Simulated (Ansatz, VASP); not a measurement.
# One calculation of Cl, two programs

Contents of INCAR:

```
PREC = Accurate
ENCUT = 600
EDIFF = 1E-6
ISMEAR = 0
SIGMA = 0.1
LREAL = F
LASPH = T
NELM = 80
ALGO = Normal
ISIF = 3
LWAVE = F
LCHARG = F
GGA = PE
IBRION = 2
NSW = 90
EDIFFG = -0.04
```

File KPOINTS:

```
Automatic mesh
0
Gamma
  6 6 6
```

File POSCAR:

```
Cl
1.0
    3.2936102132      0.0000000000      0.0000000000
   -1.6468051066      2.8523501148      0.0000000000
    0.0000000000      0.0000000000      3.0774670430
Cl
1
Direct
    0.0000000000      0.0000000000      0.0000000000
```

Input for Ansatz:

```yaml
crystal:
  lattice:
    - [3.2936102132, 0.0, 0.0]
    - [-1.6468051066, 2.8523501148, 0.0]
    - [0.0, 0.0, 3.077467043]
  atoms:
    - { symbol: Cl, position: [0.0, 0.0, 0.0] }
basis:
  ecutwfc: 420
kpoints:
  mp_grid: { grid: [6, 6, 6] }
hamiltonian:
  xc: pbe
scf:
  occupations: { method: gaussian, width: 0.1 }
  lower_state_search: "off"
output:
  forces: true
  stress: true
  eigenvalues: true
relax:
  adjacent_minimum: "off"
  f_tol: 0.04
  max_steps: 70
  cell: { stress_tol: 0.4 }
```

Alike in both runs: task relaxation of cell and atoms; functional PBE; k mesh 6 × 6 × 6; occupations gaussian, width 0.1 eV; no spin polarisation.

|  | VASP | Ansatz |
| --- | --- | --- |
| version | VASP 6.6.1 | Ansatz 0.2.0 |
| potentials or method | VASP PAW PBE potentials, release 64 (Cl), cutoff 600 eV | scalar-relativistic, plane waves, PAW |
| valence electrons in the cell | 7 | 7 |

Ansatz gave:

* relaxed volume (Å³/atom): 36.81
* relaxed cell length with the largest relative difference (Å): 4.349

Problem. Which values does VASP return?

Solution. Relaxed volume (Å³/atom): 36.06; relaxed cell length with the largest relative difference (Å): 4.309.

The k mesh is coarse, so the values compare programs but aren't converged. Noted on VASP's run: the volume moved by over 15 % at a fixed basis, so the end points are rough.
